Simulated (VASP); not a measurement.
**NaH: single point with PBE**

The system is NaH.

```
Na H
1.0
     1.63066   -5.79629    0.00000
     1.63066    5.79629    0.00000
     0.00000    0.00000    3.35388
Na H
2 2
Direct
  0.85521 0.14479 0.75000
  0.14479 0.85521 0.25000
  0.64389 0.35612 0.75000
  0.35612 0.64389 0.25000
```

| Quantity | Value |
| --- | --- |
| Program | VASP 6.6.1 |
| Task | single point |
| Functional | PBE |
| Potentials or basis | VASP PAW PBE potentials, release 64 (Na_pv, H) |
| Cutoff | 520 eV |
| k mesh | 8 × 8 × 8 |
| Occupations | gaussian, width 0.02 eV |
| Spin | no spin polarisation |

```yaml
Pressure: 0.0 GPa
Largest_force: 0.006 eV/Å
Band_gap_on_the_k_mesh: 3.05 eV, indirect (least direct gap 4.04 eV)
```

Forces on the atoms (eV/Å):
```
Na   0.000  0.006  0.000
Na   0.000 -0.006  0.000
H    0.000  0.006  0.000
H    0.000 -0.006  0.000
```

Levels at points of the mesh, in eV from the valence-band top:
```
           k point  band 6  band 7  band 8  band 9  band 10  band 11
(0.00, 0.00, 0.00)  -22.38   -3.50   -1.01    3.05     8.96    10.49
(0.50, 0.00, 0.00)  -22.38   -1.15   -0.67    3.51     4.78     7.72
(0.50, 0.50, 0.00)  -22.38   -2.94   -2.13    4.87     6.92    11.11
(0.00, 0.00, 0.50)  -22.38   -1.14   -1.14    4.91     4.91     6.17
(0.50, 0.00, 0.50)  -22.43    0.00    0.00    5.40     5.40     7.16
(0.50, 0.50, 0.50)  -22.38   -1.02   -1.02    3.54     3.54     9.18
```

Wall time 110 s on 1 thread of Intel(R) Xeon(R) Platinum 8375C CPU @ 2.90GHz (Ice Lake) (shared host), peak memory 0.27 GiB.

A k mesh can miss the band edges. Expect the measured gap to be larger: semilocal functionals such as PBE lack the derivative discontinuity.
